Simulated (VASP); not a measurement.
Write the native input for VASP 6.6.1 that does the following.

| Property | Result |
| --- | --- |
| Task | relaxation of cell and atoms |
| Functional | PBE |
| Potentials or basis | VASP PAW PBE potentials, release 64 (B) |
| Cutoff | 600 eV |
| k mesh | 6 × 6 × 6 |
| Occupations | gaussian, width 0.1 eV |
| Spin | no spin polarisation |
| Dipole correction | no |
| Further INCAR settings | ALGO = Normal; EDIFF = 1e-06; IBRION = 2; EDIFFG = -0.04; NSW = 90; ISIF = 3 |

The structure of B lies in POSCAR:

```
B
1.0
    3.8667158200      0.0000000000      0.0000000000
   -1.9333579100      3.3486741300      0.0000000000
    0.0000000000      0.0000000000      3.6607245000
B
6
Direct
    0.2340405300      0.4680810500      0.2500000000
    0.5319189500      0.7659594700      0.5833333300
    0.2340405300      0.7659594700      0.9166666700
    0.7659594700      0.5319189500      0.7500000000
    0.4680810500      0.2340405300      0.0833333300
    0.7659594700      0.2340405300      0.4166666700
```

The input as run:

INCAR

```
ALGO = Normal
EDIFF = 1E-6
EDIFFG = -0.04
ENCUT = 600
GGA = PE
IBRION = 2
ISIF = 3
ISMEAR = 0
LASPH = T
LCHARG = F
LREAL = F
LWAVE = F
NELM = 60
NSW = 90
PREC = Accurate
SIGMA = 0.1
```

KPOINTS

```
k-points
0
Gamma
  6 6 6
```

Potentials or basis: VASP PAW PBE potentials, release 64 (B).

Command:

```sh
$ cat potpaw_PBE.64/B/POTCAR > POTCAR
$ mpirun -np 1 vasp_std > vasp.out
```

Results of the run:

```yaml
Relaxed_volume: 7.30 Å³/atom
Relaxed_cell: a = 3.206 Å, b = 3.206 Å, c = 4.918 Å, α = 90.00°, β = 90.00°, γ = 120.00°
Space_group_after_relaxing_to_0.05_Å: P6_122 (No. 178)
Energy_gained_by_relaxing: 729.5 meV/atom
Ionic_steps: 34
Pressure_after_relaxing: 0.2 GPa
Largest_force_after_relaxing: 0.006 eV/Å
Band_gap_on_the_k_mesh: zero (band 9 reaches 8.86 eV, above the bottom of band 10 at 6.55 eV)
```

Run time: 8.4 min on 1 thread of Intel Xeon 8259CL, with other jobs on the host, peak memory 0.18 GiB.
